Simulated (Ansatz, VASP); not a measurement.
**One calculation of Ge, two programs**

```xyz
4
Lattice="-1.9525 -1.9561 0.0002 -3.9021 3.9096 -0.0044 -0.0062 0.0045 -5.2998" Properties=species:S:1:pos:R:3 pbc="T T T"
Ge   -0.0248   -0.0483   -0.0029
Ge   -0.0415   -0.0122   -2.6524
Ge   -1.9107    1.9718    0.0005
Ge   -1.9312    2.0028   -2.6493
```

Change from the starting cell: cell x4, atoms moved at random (sigma 0.15 Å) and cell strained at random (1.5 %), then relaxed without symmetry.

Alike in both runs: functional PBE; k mesh 8 × 4 × 4; occupations gaussian, width 0.2 eV; no spin polarisation.

Ansatz relaxed the structure, and its values are those at the end. VASP's run is a single point on that final structure, the one shown.

```csv
,VASP,Ansatz
version,VASP 6.6.1,Ansatz 0.2.0
potentials or method,"VASP PAW PBE potentials, release 64 (Ge_d), cutoff 520 eV","scalar-relativistic, plane waves, PAW"
valence electrons in the cell,56,56
```

|  | VASP | Ansatz | Ansatz less VASP |
| --- | --- | --- | --- |
| gap on the k mesh at the Fermi level (eV) | none | none | - |
| pressure (GPa) | 0.1 | 0.0 | -0.03 |

A gap of «none» marks a metal or a gap that the smearing closes.
